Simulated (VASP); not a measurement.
# Sb (Pmmm) in VASP: notebook

Sb is run at these levels: PBE; tasks: single point, relaxation of cell and atoms.

Program: VASP 6.6.1. These are calculated values, not measurements. Logs are shortened: lines on timing, memory, paths and dates and some standing lists are left out, and cuts for length are marked.

### 1 The cell of the first run

Symmetry: Pmmm, No. 47, orthorhombic system. The conventional cell has a = 2.605 Å, b = 3.258 Å, c = 3.709 Å, α = 90.00°, β = 90.00°, γ = 90.00°. Within 3.4 Å of Sb (site symmetry mmm) lie 4 Sb at 2.60 to 3.26 Å.

The cell was built from a structure type or drawn by symmetry, and may not be a known phase.

### 2 Single point, PBE

The input, INCAR:

```
SYSTEM = Sb
PREC     = Accurate       ! precision mode
ENCUT    = 520            ! plane-wave cutoff, eV
EDIFF    = 1E-7           ! SCF threshold, eV
ISMEAR   = 0              ! smearing method
SIGMA    = 0.1            ! smearing width, eV
LREAL    = .False.        ! projectors in reciprocal space
LASPH    = .True.         ! aspherical terms in the spheres
NELM     = 80             ! most SCF steps
ALGO     = Normal         ! electronic algorithm
ISIF     = 2              ! what is computed and relaxed
LWAVE    = .False.        ! write WAVECAR
LCHARG   = .True.         ! write CHGCAR
GGA      = PE             ! functional
LELF     = .True.         ! ELF
LVHAR    = .True.       
NBANDS   = 8              ! bands
```

The input, KPOINTS:

```
regular mesh
0
Gamma
  6 6 6
  0 0 0
```

The input, POSCAR:

```
Sb
1.0
    2.6045213900      0.0000000000      0.0000000000
    0.0000000000      3.2579496400      0.0000000000
    0.0000000000      0.0000000000      3.7088088100
Sb
1
Direct
    0.5000000000      0.5000000000      0.0000000000
```

Potentials or basis: VASP PAW PBE potentials, release 64 (Sb).

Run with:

```
$ cat potpaw_PBE.64/Sb/POTCAR > POTCAR
$ mpirun -np 1 vasp_std > vasp.out
```

OUTCAR:

```text
SYSTEM = Sb
   PREC = Accurate
   ENCUT = 520
   EDIFF = 1E-7
   ISMEAR = 0
   LREAL = .False.
   LASPH = .True.
   NELM = 80
   ISIF = 2
   GGA = PE

 ion  position               nearest neighbor table
   1  0.500  0.500  0.000-

  LATTYP: Found a simple orthorhombic cell.
 ALAT       =     2.6045213900
 B/A-ratio  =     1.2508822744
 C/A-ratio  =     1.4239886162

  Lattice vectors:

 A1 = (   2.6045213900,   0.0000000000,   0.0000000000)
 A2 = (   0.0000000000,   3.2579496400,   0.0000000000)
 A3 = (   0.0000000000,   0.0000000000,   3.7088088100)

Analysis of symmetry for initial positions (statically):
=====================================================================
 Subroutine PRICEL returns:
 Original cell was already a primitive cell.

 Routine SETGRP: Setting up the symmetry group for a
 simple orthorhombic supercell.

 Subroutine GETGRP returns: Found  8 space group operations
 (whereof  8 operations were pure point group operations)
 out of a pool of  8 trial point group operations.

The static configuration has the point symmetry D_2h.

Analysis of symmetry for dynamics (positions and initial velocities):
=====================================================================
 Subroutine PRICEL returns:
 Original cell was already a primitive cell.

 Routine SETGRP: Setting up the symmetry group for a
 simple orthorhombic supercell.

 Subroutine GETGRP returns: Found  8 space group operations
 (whereof  8 operations were pure point group operations)
 out of a pool of  8 trial point group operations.

The dynamic configuration has the point symmetry D_2h.

 Subroutine INISYM returns: Found  8 space group operations
 (whereof  8 operations are pure point group operations),
 and found     1 'primitive' translations

----------------------------------------------------------------------------------------

                                     Primitive cell

  volume of cell :      31.4707

  direct lattice vectors                    reciprocal lattice vectors
     2.604521390  0.000000000  0.000000000     0.383947701  0.000000000  0.000000000
     0.000000000  3.257949640  0.000000000     0.000000000  0.306941516  0.000000000
     0.000000000  0.000000000  3.708808810     0.000000000  0.000000000  0.269628350

  length of vectors
     2.604521390  3.257949640  3.708808810     0.383947701  0.306941516  0.269628350

  position of ions in fractional coordinates (direct lattice)
     0.500000000  0.500000000  0.000000000

  ion indices of the primitive-cell ions
   primitive index   ion index
                 1           1

----------------------------------------------------------------------------------------

 KPOINTS: regular mesh

Automatic generation of k-mesh.
 Grid dimensions read from file:
 generate k-points for:    6    6    6

 Generating k-lattice:

  Cartesian coordinates                     Fractional coordinates (reciprocal lattice)
     0.063991284  0.000000000  0.000000000     0.166666667  0.000000000  0.000000000
     0.000000000  0.051156919  0.000000000     0.000000000  0.166666667  0.000000000
     0.000000000  0.000000000  0.044938058     0.000000000  0.000000000  0.166666667

  Length of vectors
     0.063991284  0.051156919  0.044938058

  Shift w.r.t. Gamma in fractional coordinates (k-lattice)
     0.000000000  0.000000000  0.000000000

 Subroutine IBZKPT returns following result:
 ===========================================

 Found     64 irreducible k-points:

 Following reciprocal coordinates:
            Coordinates               Weight
  0.000000  0.000000  0.000000      1.000000
  0.166667  0.000000  0.000000      2.000000
  0.333333  0.000000  0.000000      2.000000
  0.500000  0.000000  0.000000      1.000000
  0.000000  0.166667  0.000000      2.000000
  0.166667  0.166667  0.000000      4.000000
[... 16 lines left out ...]
  0.333333  0.166667  0.166667      8.000000
  0.500000  0.166667  0.166667      4.000000
 [... further k-points ...]
   k-points           NKPTS =     64   k-points in BZ     NKDIM =     64   number of bands    NBANDS=      8
   number of dos      NEDOS =    301   number of ions     NIONS =      1
   total plane-waves  NPLWV =  13440
   dimension x,y,z NGX =    20 NGY =   24 NGZ =   28
   dimension x,y,z NGXF=    40 NGYF=   48 NGZF=   56
   ions per type =               1
   NGX,Y,Z   is equivalent  to a cutoff of  12.77, 12.25, 12.55 a.u.
   NGXF,Y,Z  is equivalent  to a cutoff of  25.53, 24.49, 25.10 a.u.
 SYSTEM =  Sb
   PREC   = accura    normal or accurate (medium, high low for compatibility)
   ISTART =      0    job   : 0-new  1-cont  2-samecut
   ICHARG =      2    charge: 1-file 2-atom 10-const
   ISPIN  =      1    spin polarized calculation?
   LNONCOLLINEAR =      F non collinear calculations
   LSORBIT =      F    spin-orbit coupling
   LASPH  =      T    aspherical Exc in radial PAW
   ENCUT  =  520.0 eV  38.22 Ry    6.18 a.u.   4.84  6.06  6.90*2*pi/ulx,y,z
   NELM   =     80;   NELMIN=  2; NELMDL= -5     # of ELM steps
   EDIFF  = 0.1E-06   stopping-criterion for ELM
   LREAL  =      F    real-space projection
   EDIFFG = 0.1E-05   stopping-criterion for IOM
   NSW    =      0    number of steps for IOM
   IBRION =     -1    ionic relax: 0-MD 1-quasi-New 2-CG
   NFREE  =      0    steps in history (QN), initial steepest desc. (CG)
   ISIF   =      2    stress and relaxation
   ISYM   =      2    0-nonsym 1-usesym 2-fastsym
   POTIM  = 0.5000    time-step for ionic-motion
   TEBEG  =    0.0;   TEEND  =   0.0 temperature during run
   PSTRESS=    0.0 pullay stress
   NELECT =       5.0000    total number of electrons
   NUPDOWN=      -1.0000    fix difference up-down
   EMIN   =  10.00;   EMAX   =-10.00  energy-range for DOS
   EFERMI =   0.00;   METHOD = LEGACY
   ISMEAR =     0;   SIGMA  =   0.10  broadening in eV -4-tet -1-fermi 0-gaus
   EFERMI_NEDOS =   21; number of points for ismear=-14 and -15
   IALGO  =     38    algorithm
   IMIX   =      4    mixing-type and parameters
     AMIX     =   0.40;   BMIX     =  1.00
     AMIX_MAG =   1.60;   BMIX_MAG =  1.00
  volume/ion in A,a.u.               =      31.47       212.37
  Fermi-wavevector in a.u.,A,eV,Ry     =   0.886671  1.675566 10.696707  0.786186
  Thomas-Fermi vector in A             =   2.007868
   LORBIT       =      0    0 simple, 1 ext, 2 COOP (PROOUT), +10 PAW based schemes
   GGA     = PE    functional components
   LHFCALC =     F    Hartree Fock is set to
   AEXX    =    0.0000 exact exchange contribution
   IVDW    =     0    specifies the selected vdW correction
   LEPSILON=     F    determine dielectric tensor
   LRPA    =     F    only Hartree local field effects (RPA)
 non-spin polarized calculation
 Gauss-broadening in eV      SIGMA  =   0.10
  energy-cutoff  :      520.00
  volume of cell :       31.47
 maximum number of plane-waves:       864
 NGX is ok and might be reduce to    20
   NGX =  9   NGY = 13   NGZ = 13

 number of electron       5.0000000 magnetization

 Free energy of the ion-electron system (eV)
  ---------------------------------------------------
  ext. energy  EPLUGINS =         0.00000000
  ---------------------------------------------------
  free energy    TOTEN  =        -3.24635875 eV

  energy without entropy =       -3.24161293  energy(sigma->0) =       -3.24398584

 E-fermi :   6.3182     XC(G=0):  -9.2835

 val. band max:        6.2936492875   @ k =   0.0000   0.1667   0.5000
 cond. band min:       6.3216049932   @ k =   0.3333   0.5000   0.3333
 fundamental gap:      0.0279557057
 Fermi energy:         6.3181996577

 k-point     1 :       0.0000    0.0000    0.0000
  band No.  band energies     occupation
      1      -6.2193      2.00000
      2       5.7445      2.00000
      3       8.1495      0.00000
      4      10.3508      0.00000
      5      12.6069      0.00000
      6      15.9306      0.00000
      7      19.3404      0.00000
      8      21.0012      0.00000

 k-point     2 :       0.1667    0.0000    0.0000
  band No.  band energies     occupation
      1      -5.5777      2.00000
      2       6.4463      0.07012
      3       8.8801      0.00000
      4      10.2513      0.00000
      5      11.2425      0.00000
      6      13.2898      0.00000
      7      21.2628      0.00000
      8      21.3543      0.00000

 k-point     3 :       0.3333    0.0000    0.0000
  band No.  band energies     occupation
      1      -3.6209      2.00000
      2       4.6863      2.00000
      3       8.3360      0.00000
      4      10.8309      0.00000
      5      12.5454      0.00000
      6      14.5850      0.00000
      7      17.1650      0.00000
      8      19.3452      0.00000

 k-point     4 :       0.5000    0.0000    0.0000
  band No.  band energies     occupation
      1      -0.8004      2.00000
      2       0.4535      2.00000
      3       9.9831      0.00000
      4      12.5202      0.00000
      5      14.7278      0.00000
      6      14.7535      0.00000
      7      15.3931      0.00000
      8      17.0403      0.00000

 k-point     5 :       0.0000    0.1667    0.0000
  band No.  band energies     occupation
      1      -5.8939      2.00000
      2       5.5031      2.00000
      3       6.0432      1.99990
      4      10.7023      0.00000
      5      15.6985      0.00000
      6      16.2628      0.00000
      7      17.9462      0.00000
      8      18.8384      0.00000
[... 177 lines left out ...]
 k-point    22 :       0.1667    0.1667    0.1667
  band No.  band energies     occupation
      1      -5.0847      2.00000
      2       5.1428      2.00000
      3       6.3318      0.84739
      4      11.1429      0.00000
      5      13.4757      0.00000
      6      16.0553      0.00000
      7      17.0765      0.00000
      8      20.2085      0.00000

 k-point    23 :       0.3333    0.1667    0.1667
  band No.  band energies     occupation
      1      -3.1282      2.00000
      2       5.0965      2.00000
      3       7.0628      0.00000
      4       8.3465      0.00000
      5      14.4315      0.00000
      6      16.0685      0.00000
      7      16.3229      0.00000
      8      17.8432      0.00000

 k-point    24 :       0.5000    0.1667    0.1667
  band No.  band energies     occupation
      1      -0.2541      2.00000
      2       0.8625      2.00000
      3       8.8449      0.00000
      4      10.2154      0.00000
      5      12.2936      0.00000
      6      13.6374      0.00000
      7      17.7764      0.00000
      8      18.5158      0.00000

 [... further k-points ...]

------------------------ aborting loop because EDIFF is reached ----------------------------------------

  FORCE on cell =-STRESS in cart. coord.  units (eV):
  Direction    XX          YY          ZZ          XY          YZ          ZX
  --------------------------------------------------------------------------------------
  -------------------------------------------------------------------------------------
  Total        7.8915751     -1.0596833     -1.2061408     -0.0000000      0.0000000      0.0000000
  in kB      401.7607744    -53.9485696    -61.4047346     -0.0000000      0.0000000      0.0000000
  external PRESSURE =      95.4691567 kB  Pullay stress =       0.0000000 kB

 VOLUME and BASIS-vectors are now :
 -----------------------------------------------------------------------------
  energy-cutoff  :      520.00
  volume of cell :       31.47
      direct lattice vectors                 reciprocal lattice vectors
     2.604521390  0.000000000  0.000000000     0.383947701  0.000000000  0.000000000
     0.000000000  3.257949640  0.000000000     0.000000000  0.306941516  0.000000000
     0.000000000  0.000000000  3.708808810     0.000000000  0.000000000  0.269628350

 POSITION                                       TOTAL-FORCE (eV/Angst)
 -----------------------------------------------------------------------------------
      1.30226      1.62897      0.00000         0.000000      0.000000      0.000000
 -----------------------------------------------------------------------------------
    total drift:                                0.000000     -0.000000     -0.000000

  FREE ENERGIE OF THE ION-ELECTRON SYSTEM (eV)
  ---------------------------------------------------
  free  energy   TOTEN  =        -3.2463587486 eV

  energy  without entropy=       -3.2416129332  energy(sigma->0) =       -3.24398584
```

Wall time 20 s (1 thread of Intel Xeon 8259CL, shared host); peak memory 0.14 GiB.

Results:

| Property | Result |
| --- | --- |
| Free energy | -3.2464 eV |
| Pressure | 9.5 GPa |
| Band gap on the k mesh | zero (an odd number of electrons rules out a gap without spin polarisation) |

Caveat: the k points lie up to 0.40 Å⁻¹ apart, too coarse for converged energies and pressures of a metal; spin-orbit coupling is left out, which moves the levels of the heavy elements.

(Part 1 of 2 ends here.)
